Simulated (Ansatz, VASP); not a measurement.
SiAs4 in VASP and in Ansatz

```
CELL_PARAMETERS angstrom
4.83556 0.00000 0.00000
0.00000 4.83556 0.00000
0.00000 0.00000 4.83556
ATOMIC_POSITIONS crystal
Si 0.50000 0.50000 0.50000
As 0.00000 0.00000 0.00000
As 0.50000 0.50000 0.00000
As 0.50000 0.00000 0.50000
As 0.00000 0.50000 0.50000
```

Change from the starting cell: species swapped into the Mn4N type (Pm-3m, No. 221).

Alike in both runs: task relaxation of cell and atoms; functional PBE; k mesh 8 × 8 × 8; occupations gaussian, width 0.1 eV; no spin polarisation.

```csv
,VASP,Ansatz
version,VASP 6.6.1,Ansatz 0.2.0
potentials or method,"VASP PAW PBE potentials, release 64 (Si, As), cutoff 600 eV","scalar-relativistic, plane waves, PAW"
valence electrons in the cell,24,64
```

VASP gave:

| Item | Value |
| --- | --- |
| gap on the k mesh at the Fermi level, each at its own relaxed structure (eV) | none |
| relaxed volume (Å³/atom) | 21.41 |
| relaxed length of the cell vector where the two differ most in proportion (Å) | 4.748 |

Which values does Ansatz return?

gap on the k mesh at the Fermi level, each at its own relaxed structure (eV): none; relaxed volume (Å³/atom): 21.36; relaxed length of the cell vector where the two differ most in proportion (Å): 4.745.

A gap of «none» marks a metal or a gap that the smearing closes. VASP's potentials hold 24 valence electrons a cell and Ansatz's 64, so a difference there can come from the potentials and not from the codes.
